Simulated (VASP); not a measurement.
# Pr3Mo (Pm-3m) in VASP: single point with PBE

Aim: the single point of Pr3Mo with PBE.

Everything below comes from runs of VASP 6.6.1. Logs are shortened: lines on timing, memory, paths and dates and some standing lists are left out, and cuts for length are marked.

### 1 The cell of the first run

It takes space group Pm-3m (No. 221, cubic). Conventional cell: a = 5.568 Å, b = 5.568 Å, c = 5.568 Å, α = 90.00°, β = 90.00°, γ = 90.00°. Within 3.7 Å of Pr (site symmetry 4/mmm) lie 2 Mo at 2.78 Å. Within 3.7 Å of Mo (site symmetry m-3m) lie 6 Pr at 2.78 Å.

The cell was generated, and may not be a known phase.

### 2 Single point, PBE, collinear spin

INCAR reads:

```
ALGO = Normal
EDIFF = 1E-6
ENCUT = 600
GGA = PE
GGA_COMPAT = F
ISIF = 2
ISMEAR = 0
ISPIN = 2
LASPH = T
LCHARG = F
LMAXMIX = 6
LORBIT = 11
LREAL = F
LWAVE = F
MAGMOM = 0 0 0 1
NBANDS = 38
NELM = 200
PREC = Accurate
SIGMA = 0.1
```

KPOINTS reads:

```
k-points
0
Gamma
  4 4 4
```

POSCAR reads:

```
Pr3Mo
1.0
    5.5678807030      0.0000000000      0.0000000000
    0.0000000000      5.5678807030      0.0000000000
    0.0000000000      0.0000000000      5.5678807030
Pr Mo
3 1
Direct
    0.0000000000      0.5000000000      0.5000000000
    0.5000000000      0.0000000000      0.5000000000
    0.5000000000      0.5000000000      0.0000000000
    0.5000000000      0.5000000000      0.5000000000
```

Potentials or basis: VASP PAW PBE potentials, release 64 (Pr, Mo_sv).

The run is started by

```bash
> cat potpaw_PBE.64/Pr/POTCAR potpaw_PBE.64/Mo_sv/POTCAR > POTCAR
> mpirun -np 1 vasp_std > vasp.out
```

OUTCAR:

```text
EDIFF = 1E-6
   ENCUT = 600
   GGA = PE
   ISIF = 2
   ISMEAR = 0
   ISPIN = 2
   LASPH = T
   LORBIT = 11
   LREAL = F
   NELM = 200
   PREC = Accurate

 ion  position               nearest neighbor table
   1  0.000  0.500  0.500-   4 2.78   4 2.78
   2  0.500  0.000  0.500-   4 2.78   4 2.78
   3  0.500  0.500  0.000-   4 2.78   4 2.78
   4  0.500  0.500  0.500-   1 2.78   2 2.78   3 2.78   3 2.78   2 2.78   1 2.78

  LATTYP: Found a simple cubic cell.
 ALAT       =     5.5678807030

  Lattice vectors:

 A1 = (   5.5678807030,   0.0000000000,   0.0000000000)
 A2 = (   0.0000000000,   5.5678807030,   0.0000000000)
 A3 = (   0.0000000000,   0.0000000000,   5.5678807030)

Analysis of symmetry for initial positions (statically):
=====================================================================
 Subroutine PRICEL returns:
 Original cell was already a primitive cell.

 Routine SETGRP: Setting up the symmetry group for a
 simple cubic supercell.

 Subroutine GETGRP returns: Found 48 space group operations
 (whereof 48 operations were pure point group operations)
 out of a pool of 48 trial point group operations.

The static configuration has the point symmetry O_h .

Analysis of symmetry for dynamics (positions and initial velocities):
=====================================================================
 Subroutine PRICEL returns:
 Original cell was already a primitive cell.

 Routine SETGRP: Setting up the symmetry group for a
 simple cubic supercell.

 Subroutine GETGRP returns: Found 48 space group operations
 (whereof 48 operations were pure point group operations)
 out of a pool of 48 trial point group operations.

The dynamic configuration has the point symmetry O_h .

Analysis of structural, dynamic, and magnetic symmetry:
=====================================================================
 Subroutine PRICEL returns:
 Original cell was already a primitive cell.

 Routine SETGRP: Setting up the symmetry group for a
 simple cubic supercell.

 Subroutine GETGRP returns: Found 48 space group operations
 (whereof 48 operations were pure point group operations)
 out of a pool of 48 trial point group operations.

The overall configuration has the point symmetry O_h .

 Subroutine INISYM returns: Found 48 space group operations
 (whereof 48 operations are pure point group operations),
 and found     1 'primitive' translations

----------------------------------------------------------------------------------------

                                     Primitive cell

  volume of cell :     172.6115

  direct lattice vectors                    reciprocal lattice vectors
     5.567880703  0.000000000  0.000000000     0.179601549  0.000000000  0.000000000
     0.000000000  5.567880703  0.000000000     0.000000000  0.179601549  0.000000000
     0.000000000  0.000000000  5.567880703     0.000000000  0.000000000  0.179601549

  length of vectors
     5.567880703  5.567880703  5.567880703     0.179601549  0.179601549  0.179601549

  position of ions in fractional coordinates (direct lattice)
     0.000000000  0.500000000  0.500000000
     0.500000000  0.000000000  0.500000000
     0.500000000  0.500000000  0.000000000
     0.500000000  0.500000000  0.500000000

  ion indices of the primitive-cell ions
   primitive index   ion index
                 1           1
                 2           2
                 3           3
                 4           4

----------------------------------------------------------------------------------------

 KPOINTS: k-points

Automatic generation of k-mesh.
 Grid dimensions read from file:
 generate k-points for:    4    4    4

 Generating k-lattice:

  Cartesian coordinates                     Fractional coordinates (reciprocal lattice)
     0.044900387  0.000000000  0.000000000     0.250000000  0.000000000  0.000000000
     0.000000000  0.044900387  0.000000000     0.000000000  0.250000000  0.000000000
     0.000000000  0.000000000  0.044900387     0.000000000  0.000000000  0.250000000

  Length of vectors
     0.044900387  0.044900387  0.044900387

  Shift w.r.t. Gamma in fractional coordinates (k-lattice)
     0.000000000  0.000000000  0.000000000

 Subroutine IBZKPT returns following result:
 ===========================================

 Found     10 irreducible k-points:

 Following reciprocal coordinates:
            Coordinates               Weight
  0.000000  0.000000  0.000000      1.000000
  0.250000  0.000000  0.000000      6.000000
  0.500000  0.000000  0.000000      3.000000
  0.250000  0.250000  0.000000     12.000000
  0.500000  0.250000  0.000000     12.000000
  0.500000  0.500000  0.000000      3.000000
  0.250000  0.250000  0.250000      8.000000
  0.500000  0.250000  0.250000     12.000000
  0.500000  0.500000  0.250000      6.000000
  0.500000  0.500000  0.500000      1.000000
   k-points           NKPTS =     10   k-points in BZ     NKDIM =     10   number of bands    NBANDS=     38
   number of dos      NEDOS =    301   number of ions     NIONS =      4
   total plane-waves  NPLWV = 110592
   dimension x,y,z NGX =    48 NGY =   48 NGZ =   48
   dimension x,y,z NGXF=    96 NGYF=   96 NGZF=   96
   ions per type =               3   1
   NGX,Y,Z   is equivalent  to a cutoff of  14.33, 14.33, 14.33 a.u.
   NGXF,Y,Z  is equivalent  to a cutoff of  28.66, 28.66, 28.66 a.u.
 SYSTEM =  unknown system
   PREC   = accura    normal or accurate (medium, high low for compatibility)
   ISTART =      0    job   : 0-new  1-cont  2-samecut
   ICHARG =      2    charge: 1-file 2-atom 10-const
   ISPIN  =      2    spin polarized calculation?
   LNONCOLLINEAR =      F non collinear calculations
   LSORBIT =      F    spin-orbit coupling
   LASPH  =      T    aspherical Exc in radial PAW
   ENCUT  =  600.0 eV  44.10 Ry    6.64 a.u.  11.12 11.12 11.12*2*pi/ulx,y,z
   NELM   =    200;   NELMIN=  2; NELMDL= -5     # of ELM steps
   EDIFF  = 0.1E-05   stopping-criterion for ELM
   LREAL  =      F    real-space projection
   EDIFFG = 0.1E-04   stopping-criterion for IOM
   NSW    =      0    number of steps for IOM
   IBRION =     -1    ionic relax: 0-MD 1-quasi-New 2-CG
   NFREE  =      0    steps in history (QN), initial steepest desc. (CG)
   ISIF   =      2    stress and relaxation
   ISYM   =      2    0-nonsym 1-usesym 2-fastsym
   POTIM  = 0.5000    time-step for ionic-motion
   TEBEG  =    0.0;   TEEND  =   0.0 temperature during run
   PSTRESS=    0.0 pullay stress
   NELECT =      53.0000    total number of electrons
   NUPDOWN=      -1.0000    fix difference up-down
   EMIN   =  10.00;   EMAX   =-10.00  energy-range for DOS
   EFERMI =   0.00;   METHOD = LEGACY
   ISMEAR =     0;   SIGMA  =   0.10  broadening in eV -4-tet -1-fermi 0-gaus
   EFERMI_NEDOS =   21; number of points for ismear=-14 and -15
   IALGO  =     38    algorithm
   IMIX   =      4    mixing-type and parameters
     AMIX     =   0.40;   BMIX     =  1.00
     AMIX_MAG =   1.60;   BMIX_MAG =  1.00
  volume/ion in A,a.u.               =      43.15       291.21
  Fermi-wavevector in a.u.,A,eV,Ry     =   1.104444  2.087096 16.596327  1.219796
  Thomas-Fermi vector in A             =   2.240916
   LORBIT       =     11    0 simple, 1 ext, 2 COOP (PROOUT), +10 PAW based schemes
   GGA     = PE    functional components
   LHFCALC =     F    Hartree Fock is set to
   AEXX    =    0.0000 exact exchange contribution
   IVDW    =     0    specifies the selected vdW correction
   LEPSILON=     F    determine dielectric tensor
   LRPA    =     F    only Hartree local field effects (RPA)
 spin polarized calculation
 Gauss-broadening in eV      SIGMA  =   0.10
  energy-cutoff  :      600.00
  volume of cell :      172.61
 maximum number of plane-waves:      5832
 NGX is ok and might be reduce to    48
   NGX = 23   NGY = 23   NGZ = 23

 number of electron      53.0000001 magnetization      -0.1215845

 number of electron      53.0000003 magnetization       1.1614560

 Free energy of the ion-electron system (eV)
  ---------------------------------------------------
  ext. energy  EPLUGINS =         0.00000000
  ---------------------------------------------------
  free energy    TOTEN  =       -23.30258400 eV

  energy without entropy =      -23.11961335  energy(sigma->0) =      -23.21109867

 E-fermi :   3.8626     XC(G=0):  -8.4437

 val. band max:        3.8612810855   @ k =   0.5000   0.2500   0.0000
 cond. band min:       3.8797493162   @ k =   0.5000   0.2500   0.2500
 fundamental gap:      0.0184682307
 Fermi energy:         3.8626319145

 spin component 1

 k-point     1 :       0.0000    0.0000    0.0000
  band No.  band energies     occupation
      1     -56.0125      1.00000
      2     -32.0529      1.00000
      3     -31.9924      1.00000
      4     -31.9924      1.00000
      5     -30.2697      1.00000
      6     -30.2697      1.00000
[... 30 lines left out ...]
     37       4.1776      0.00000
     38       4.3918      0.00000

 k-point     2 :       0.2500    0.0000    0.0000
  band No.  band energies     occupation
      1     -56.0125      1.00000
      2     -32.0665      1.00000
      3     -32.0211      1.00000
      4     -31.9924      1.00000
      5     -30.2696      1.00000
      6     -30.2696      1.00000
[... 30 lines left out ...]
     37       4.1974      0.00000
     38       4.4075      0.00000
[... 285 lines left out ...]
     37       4.4000      0.00000
     38       4.4070      0.00000

 k-point    10 :       0.5000    0.5000    0.5000
  band No.  band energies     occupation
      1     -56.0124      1.00000
      2     -32.0943      1.00000
      3     -32.0943      1.00000
      4     -32.0943      1.00000
      5     -30.1501      1.00000
      6     -30.1501      1.00000
[... 30 lines left out ...]
     37       4.3067      0.00000
     38       4.4961      0.00000
 Fermi energy:         3.8626319145

 spin component 2

 k-point     1 :       0.0000    0.0000    0.0000
  band No.  band energies     occupation
      1     -56.0178      1.00000
      2     -31.9527      1.00000
      3     -31.8922      1.00000
      4     -31.8921      1.00000
      5     -30.2769      1.00000
      6     -30.2769      1.00000
[... 30 lines left out ...]
     37       4.3677      0.00000
     38       4.4561      0.00000

 k-point     2 :       0.2500    0.0000    0.0000
  band No.  band energies     occupation
      1     -56.0178      1.00000
      2     -31.9684      1.00000
      3     -31.9217      1.00000
      4     -31.8921      1.00000
      5     -30.2768      1.00000
      6     -30.2768      1.00000
[... 30 lines left out ...]
     37       4.3827      0.00000
     38       4.4442      0.00000
[... 285 lines left out ...]
     37       4.4627      0.00000
     38       4.4704      0.00000

 k-point    10 :       0.5000    0.5000    0.5000
  band No.  band energies     occupation
      1     -56.0177      1.00000
      2     -31.9996      1.00000
      3     -31.9996      1.00000
      4     -31.9996      1.00000
      5     -30.1519      1.00000
      6     -30.1519      1.00000
[... 30 lines left out ...]
     37       4.4824      0.00000
     38       4.5590      0.00000

------------------------ aborting loop because EDIFF is reached ----------------------------------------

  FORCE on cell =-STRESS in cart. coord.  units (eV):
  Direction    XX          YY          ZZ          XY          YZ          ZX
  --------------------------------------------------------------------------------------
  -------------------------------------------------------------------------------------
  Total       -2.3984400     -2.3984400     -2.3984400     -0.0000000     -0.0000000      0.0000000
  in kB      -22.2622817    -22.2622817    -22.2622817     -0.0000000     -0.0000000      0.0000000
  external PRESSURE =     -22.2622817 kB  Pullay stress =       0.0000000 kB

 VOLUME and BASIS-vectors are now :
 -----------------------------------------------------------------------------
  energy-cutoff  :      600.00
  volume of cell :      172.61
      direct lattice vectors                 reciprocal lattice vectors
     5.567880703  0.000000000  0.000000000     0.179601549  0.000000000  0.000000000
     0.000000000  5.567880703  0.000000000     0.000000000  0.179601549  0.000000000
     0.000000000  0.000000000  5.567880703     0.000000000  0.000000000  0.179601549

 POSITION                                       TOTAL-FORCE (eV/Angst)
 -----------------------------------------------------------------------------------
      0.00000      2.78394      2.78394         0.000000      0.000000      0.000000
      2.78394      0.00000      2.78394         0.000000      0.000000      0.000000
      2.78394      2.78394      0.00000         0.000000      0.000000      0.000000
      2.78394      2.78394      2.78394         0.000000      0.000000      0.000000
 -----------------------------------------------------------------------------------
    total drift:                                0.000000     -0.000000     -0.000000

  FREE ENERGIE OF THE ION-ELECTRON SYSTEM (eV)
  ---------------------------------------------------
  free  energy   TOTEN  =       -23.3025839950 eV

  energy  without entropy=      -23.1196133475  energy(sigma->0) =      -23.21109867

 total charge

# of ion       s       p       d       f       tot
--------------------------------------------------
    1        1.987   5.270   0.603   2.157  10.017
    2        1.987   5.270   0.603   2.157  10.017
    3        1.987   5.270   0.603   2.157  10.017
    4        2.387   6.047   4.421   0.000  12.855
--------------------------------------------------
tot          8.348  21.858   6.230   6.472  42.908

 magnetization (x)

# of ion       s       p       d       f       tot
--------------------------------------------------
    1        0.003   0.004   0.060   0.093   0.160
    2        0.003   0.004   0.060   0.093   0.160
    3        0.003   0.004   0.060   0.093   0.160
    4       -0.014   0.010  -0.012   0.000  -0.017
--------------------------------------------------
tot         -0.007   0.021   0.169   0.280   0.463
```

It took 78 min on 1 thread of Intel Xeon 8259CL, shared host; peak memory 0.5 GiB.

What came out:

```
Free energy                                           : -23.3026 eV
Pressure                                              : -2.2 GPa
Net moment                                            : 1.16 μB per cell
Site moments                                          : Pr +0.16; Mo -0.02 μB
Valence electrons inside the program's atomic spheres : Pr 10.02; Mo 12.86
```

Caveat: the magnetic or orbital state may not be the lowest; spin-orbit coupling is left out, which moves the levels of the heavy elements; semilocal functionals describe open f shells poorly, which spoils levels, moments and volumes.
